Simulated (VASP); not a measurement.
# Y3Ti (I4/mmm) in VASP: further runs

Y3Ti is run at these levels: PBE; tasks: single point, relaxation of cell and atoms.

Everything below comes from runs of VASP 6.6.1. Logs are shortened: lines on timing, memory, paths and dates and some standing lists are left out, and cuts for length are marked.

## Step 1: The cell of the first run

The structure is tetragonal, space group I4/mmm (No. 139). The conventional cell has a = 4.399 Å, b = 4.399 Å, c = 9.826 Å, α = 90.00°, β = 90.00°, γ = 90.00°. Within 4.1 Å of Y (site symmetry 4/mmm) lie 4 Ti at 3.11 Å and 8 Y at 3.30 Å. Within 4.1 Å of Y (site symmetry -4m2) lie 8 Y at 3.11 to 3.30 Å and 4 Ti at 3.30 Å. Within 4.1 Å of Ti (site symmetry 4/mmm) lie 12 Y at 3.11 to 3.30 Å.

## Step 2: Single point, PBE

Input file INCAR:

```
SYSTEM = Y3Ti
  PREC = Accurate
  ENCUT = 520
  EDIFF = 1E-6
  ISMEAR = 0
  SIGMA = 0.1
  LREAL = .False.
  LASPH = .True.
  NELM = 60
  ALGO = Normal
  ISIF = 2
  LWAVE = .False.
  LCHARG = .False.
  GGA = PE
  NBANDS = 30
```

Input file KPOINTS:

```
Automatic mesh
0
Gamma
  6 6 6
  0 0 0
```

Input file POSCAR:

```
Y3Ti
1.0
   -2.1994843412      2.1994843412      4.9131338530
    2.1994843412     -2.1994843412      4.9131338530
    2.1994843412      2.1994843412     -4.9131338530
Y Ti
3 1
Direct
    0.5000000000      0.5000000000      0.0000000000
    0.2500000000      0.7500000000      0.5000000000
    0.7500000000      0.2500000000      0.5000000000
    0.0000000000      0.0000000000      0.0000000000
```

Potentials or basis: VASP PAW PBE potentials, release 64 (Y_sv, Ti_sv).

Started as:

```sh
$ cat potpaw_PBE.64/Y_sv/POTCAR potpaw_PBE.64/Ti_sv/POTCAR > POTCAR
$ mpirun -np 1 vasp_std > vasp.out
```

OUTCAR:

```text
SYSTEM = Y3Ti
   PREC = Accurate
   ENCUT = 520
   EDIFF = 1E-6
   ISMEAR = 0
   LREAL = .False.
   LASPH = .True.
   NELM = 60
   ISIF = 2
   GGA = PE

 ion  position               nearest neighbor table
   1  0.500  0.500  0.000-   4 3.11   4 3.11   4 3.11   4 3.11   3 3.30   2 3.30   3 3.30   3 3.30
                             2 3.30   2 3.30   3 3.30   2 3.30
   2  0.250  0.750  0.500-   3 3.11   3 3.11   3 3.11   3 3.11   4 3.30   1 3.30   4 3.30   1 3.30
                             4 3.30   4 3.30   1 3.30   1 3.30
   3  0.750  0.250  0.500-   2 3.11   2 3.11   2 3.11   2 3.11   4 3.30   1 3.30   4 3.30   4 3.30
                             1 3.30   1 3.30   4 3.30   1 3.30
   4  0.000  0.000  0.000-   1 3.11   1 3.11   1 3.11   1 3.11   3 3.30   2 3.30   3 3.30   2 3.30
                             3 3.30   3 3.30   2 3.30   2 3.30

  LATTYP: Found a body centered tetragonal cell.
 ALAT       =     4.3989686824
 C/A-ratio  =     2.2337662337

  Lattice vectors:

 A1 = (  -2.1994843412,   2.1994843412,   4.9131338530)
 A2 = (   2.1994843412,  -2.1994843412,   4.9131338530)
 A3 = (   2.1994843412,   2.1994843412,  -4.9131338530)

Analysis of symmetry for initial positions (statically):
=====================================================================
 Subroutine PRICEL returns:
 Original cell was already a primitive cell.

 Routine SETGRP: Setting up the symmetry group for a
 body centered tetragonal supercell.

 Subroutine GETGRP returns: Found 16 space group operations
 (whereof 16 operations were pure point group operations)
 out of a pool of 16 trial point group operations.

The static configuration has the point symmetry D_4h.

Analysis of symmetry for dynamics (positions and initial velocities):
=====================================================================
 Subroutine PRICEL returns:
 Original cell was already a primitive cell.

 Routine SETGRP: Setting up the symmetry group for a
 body centered tetragonal supercell.

 Subroutine GETGRP returns: Found 16 space group operations
 (whereof 16 operations were pure point group operations)
 out of a pool of 16 trial point group operations.

The dynamic configuration has the point symmetry D_4h.

 Subroutine INISYM returns: Found 16 space group operations
 (whereof 16 operations are pure point group operations),
 and found     1 'primitive' translations

----------------------------------------------------------------------------------------

                                     Primitive cell

  volume of cell :      95.0737

  direct lattice vectors                    reciprocal lattice vectors
    -2.199484341  2.199484341  4.913133853     0.000000000  0.227326010  0.101768039
     2.199484341 -2.199484341  4.913133853     0.227326010  0.000000000  0.101768039
     2.199484341  2.199484341 -4.913133853     0.227326010  0.227326010  0.000000000

  length of vectors
     5.815010489  5.815010489  5.815010489     0.249065953  0.249065953  0.321487527

  position of ions in fractional coordinates (direct lattice)
     0.500000000  0.500000000  0.000000000
     0.250000000  0.750000000  0.500000000
     0.750000000  0.250000000  0.500000000
     0.000000000  0.000000000  0.000000000

  ion indices of the primitive-cell ions
   primitive index   ion index
                 1           1
                 2           2
                 3           3
                 4           4

----------------------------------------------------------------------------------------

 KPOINTS: Automatic mesh

Automatic generation of k-mesh.
 Grid dimensions read from file:
 generate k-points for:    6    6    6

 Generating k-lattice:

  Cartesian coordinates                     Fractional coordinates (reciprocal lattice)
     0.000000000  0.037887668  0.016961340     0.166666667 -0.000000000  0.000000000
     0.037887668  0.000000000  0.016961340    -0.000000000  0.166666667  0.000000000
     0.037887668  0.037887668  0.000000000     0.000000000  0.000000000  0.166666667

  Length of vectors
     0.041510992  0.041510992  0.053581254

  Shift w.r.t. Gamma in fractional coordinates (k-lattice)
     0.000000000  0.000000000  0.000000000

 Subroutine IBZKPT returns following result:
 ===========================================

 Found     30 irreducible k-points:

 Following reciprocal coordinates:
            Coordinates               Weight
  0.000000  0.000000  0.000000      1.000000
  0.166667 -0.000000  0.000000      8.000000
  0.333333 -0.000000  0.000000      8.000000
  0.500000 -0.000000  0.000000      4.000000
  0.166667  0.166667  0.000000      8.000000
  0.333333  0.166667  0.000000     16.000000
[... 16 lines left out ...]
 -0.333333 -0.333333  0.166667      8.000000
 -0.166667 -0.333333  0.166667      8.000000
 [... further k-points ...]
   k-points           NKPTS =     30   k-points in BZ     NKDIM =     30   number of bands    NBANDS=     30
   number of dos      NEDOS =    301   number of ions     NIONS =      4
   total plane-waves  NPLWV = 110592
   dimension x,y,z NGX =    48 NGY =   48 NGZ =   48
   dimension x,y,z NGXF=    96 NGYF=   96 NGZF=   96
   ions per type =               3   1
   NGX,Y,Z   is equivalent  to a cutoff of  13.72, 13.72, 13.72 a.u.
   NGXF,Y,Z  is equivalent  to a cutoff of  27.45, 27.45, 27.45 a.u.
 SYSTEM =  Y3Ti
   PREC   = accura    normal or accurate (medium, high low for compatibility)
   ISTART =      0    job   : 0-new  1-cont  2-samecut
   ICHARG =      2    charge: 1-file 2-atom 10-const
   ISPIN  =      1    spin polarized calculation?
   LNONCOLLINEAR =      F non collinear calculations
   LSORBIT =      F    spin-orbit coupling
   LASPH  =      T    aspherical Exc in radial PAW
   ENCUT  =  520.0 eV  38.22 Ry    6.18 a.u.  10.81 10.81 10.81*2*pi/ulx,y,z
   NELM   =     60;   NELMIN=  2; NELMDL= -5     # of ELM steps
   EDIFF  = 0.1E-05   stopping-criterion for ELM
   LREAL  =      F    real-space projection
   EDIFFG = 0.1E-04   stopping-criterion for IOM
   NSW    =      0    number of steps for IOM
   IBRION =     -1    ionic relax: 0-MD 1-quasi-New 2-CG
   NFREE  =      0    steps in history (QN), initial steepest desc. (CG)
   ISIF   =      2    stress and relaxation
   ISYM   =      2    0-nonsym 1-usesym 2-fastsym
   POTIM  = 0.5000    time-step for ionic-motion
   TEBEG  =    0.0;   TEEND  =   0.0 temperature during run
   PSTRESS=    0.0 pullay stress
   NELECT =      45.0000    total number of electrons
   NUPDOWN=      -1.0000    fix difference up-down
   EMIN   =  10.00;   EMAX   =-10.00  energy-range for DOS
   EFERMI =   0.00;   METHOD = LEGACY
   ISMEAR =     0;   SIGMA  =   0.10  broadening in eV -4-tet -1-fermi 0-gaus
   EFERMI_NEDOS =   21; number of points for ismear=-14 and -15
   IALGO  =     38    algorithm
   IMIX   =      4    mixing-type and parameters
     AMIX     =   0.40;   BMIX     =  1.00
     AMIX_MAG =   1.60;   BMIX_MAG =  1.00
  volume/ion in A,a.u.               =      23.77       160.40
  Fermi-wavevector in a.u.,A,eV,Ry     =   1.275828  2.410966 22.146717  1.627738
  Thomas-Fermi vector in A             =   2.408519
   LORBIT       =      0    0 simple, 1 ext, 2 COOP (PROOUT), +10 PAW based schemes
   GGA     = PE    functional components
   LHFCALC =     F    Hartree Fock is set to
   AEXX    =    0.0000 exact exchange contribution
   IVDW    =     0    specifies the selected vdW correction
   LEPSILON=     F    determine dielectric tensor
   LRPA    =     F    only Hartree local field effects (RPA)
 non-spin polarized calculation
 Gauss-broadening in eV      SIGMA  =   0.10
  energy-cutoff  :      520.00
  volume of cell :       95.07
 maximum number of plane-waves:      2588
 NGX is ok and might be reduce to    48
   NGX = 21   NGY = 21   NGZ = 21

 number of electron      45.0000000 magnetization

 Free energy of the ion-electron system (eV)
  ---------------------------------------------------
  ext. energy  EPLUGINS =         0.00000000
  ---------------------------------------------------
  free energy    TOTEN  =       -25.70273735 eV

  energy without entropy =      -25.67366174  energy(sigma->0) =      -25.68819954

 E-fermi :   4.9469     XC(G=0): -10.5945

 val. band max:        4.9459753043   @ k =  -0.3333   0.5000   0.1667
 cond. band min:       4.9481057047   @ k =  -0.3333   0.3333   0.0000
 fundamental gap:      0.0021304005
 Fermi energy:         4.9469379416

 k-point     1 :       0.0000    0.0000    0.0000
  band No.  band energies     occupation
      1     -51.8843      2.00000
      2     -37.1348      2.00000
      3     -36.8698      2.00000
      4     -36.8688      2.00000
      5     -28.1640      2.00000
      6     -28.1640      2.00000
[... 22 lines left out ...]
     29       7.0956      0.00000
     30       7.2011      0.00000

 k-point     2 :       0.1667   -0.0000    0.0000
  band No.  band energies     occupation
      1     -51.8843      2.00000
      2     -37.1157      2.00000
      3     -36.8846      2.00000
      4     -36.8732      2.00000
      5     -28.1642      2.00000
      6     -28.1636      2.00000
[... 22 lines left out ...]
     29       6.8687      0.00000
     30       7.1720      0.00000

 k-point     3 :       0.3333   -0.0000    0.0000
  band No.  band energies     occupation
      1     -51.8842      2.00000
      2     -37.0643      2.00000
      3     -36.9295      2.00000
      4     -36.8799      2.00000
      5     -28.1645      2.00000
      6     -28.1630      2.00000
[... 22 lines left out ...]
     29       6.9900      0.00000
     30       7.1977      0.00000

 k-point     4 :       0.5000   -0.0000    0.0000
  band No.  band energies     occupation
      1     -51.8841      2.00000
      2     -37.0049      2.00000
      3     -36.9857      2.00000
      4     -36.8831      2.00000
      5     -28.1647      2.00000
      6     -28.1626      2.00000
[... 616 lines left out ...]
     29       7.4286      0.00000
     30       7.4321      0.00000

 k-point    23 :      -0.3333   -0.3333    0.1667
  band No.  band energies     occupation
      1     -51.8842      2.00000
      2     -37.0815      2.00000
      3     -36.8981      2.00000
      4     -36.8947      2.00000
      5     -28.1651      2.00000
      6     -28.1633      2.00000
[... 22 lines left out ...]
     29       7.4697      0.00000
     30       7.9411      0.00000

 k-point    24 :      -0.1667   -0.3333    0.1667
  band No.  band energies     occupation
      1     -51.8843      2.00000
      2     -37.1036      2.00000
      3     -36.8896      2.00000
      4     -36.8812      2.00000
      5     -28.1642      2.00000
      6     -28.1637      2.00000
[... 22 lines left out ...]
     29       7.5146      0.00000
     30       7.5642      0.00000

 [... further k-points ...]

------------------------ aborting loop because EDIFF is reached ----------------------------------------

  FORCE on cell =-STRESS in cart. coord.  units (eV):
  Direction    XX          YY          ZZ          XY          YZ          ZX
  --------------------------------------------------------------------------------------
  -------------------------------------------------------------------------------------
  Total        6.7007865      6.7007865      3.7164694      0.0000000      0.0000000     -0.0000000
  in kB      112.9213415    112.9213415     62.6297681      0.0000000      0.0000000     -0.0000000
  external PRESSURE =      96.1574837 kB  Pullay stress =       0.0000000 kB

 VOLUME and BASIS-vectors are now :
 -----------------------------------------------------------------------------
  energy-cutoff  :      520.00
  volume of cell :       95.07
      direct lattice vectors                 reciprocal lattice vectors
    -2.199484341  2.199484341  4.913133853     0.000000000  0.227326010  0.101768039
     2.199484341 -2.199484341  4.913133853     0.227326010  0.000000000  0.101768039
     2.199484341  2.199484341 -4.913133853     0.227326010  0.227326010  0.000000000

 POSITION                                       TOTAL-FORCE (eV/Angst)
 -----------------------------------------------------------------------------------
      0.00000      0.00000      4.91313         0.000000     -0.000000      0.000000
      2.19948      0.00000      2.45657        -0.000000      0.000000      0.000000
      0.00000      2.19948      2.45657         0.000000     -0.000000     -0.000000
      0.00000      0.00000      0.00000         0.000000     -0.000000      0.000000
 -----------------------------------------------------------------------------------
    total drift:                                0.000000     -0.000000      0.000000

  FREE ENERGIE OF THE ION-ELECTRON SYSTEM (eV)
  ---------------------------------------------------
  free  energy   TOTEN  =       -25.7027373518 eV

  energy  without entropy=      -25.6736617369  energy(sigma->0) =      -25.68819954
```

Wall time 2.2 min (1 thread of Intel Xeon 6975P-C (Granite Rapids), shared host); peak memory 0.38 GiB.

What came out:

| Quantity | Value |
| --- | --- |
| Free energy | -25.7027 eV |
| Pressure | 9.6 GPa |
| Band gap on the k mesh | zero (an odd number of electrons rules out a gap without spin polarisation) |

Stress tensor (GPa, compression positive):
```
11.29  0.00  0.00
 0.00 11.29  0.00
 0.00  0.00  6.26
```

Levels at points of the mesh, in eV from the Fermi level:
```
           k point  band 20  band 21  band 22  band 23  band 24  band 25  band 26  band 27
(0.00, 0.00, 0.00)    -1.22    -1.20     0.22     0.22     0.28     0.28     0.93     1.63
(0.50, 0.00, 0.00)    -0.50    -0.49    -0.43     0.00     0.14     0.45     0.73     0.89
(0.50, 0.50, 0.00)    -1.13    -0.33    -0.14     0.32     0.65     0.65     1.16     1.17
(0.50, 0.50, 0.50)    -2.10    -1.40    -1.40    -0.38    -0.19     0.82     1.44     2.40
```

Caveat: the stress differs along the axes, from 6 to 11 GPa.

(Part 1 of 2 ends here.)
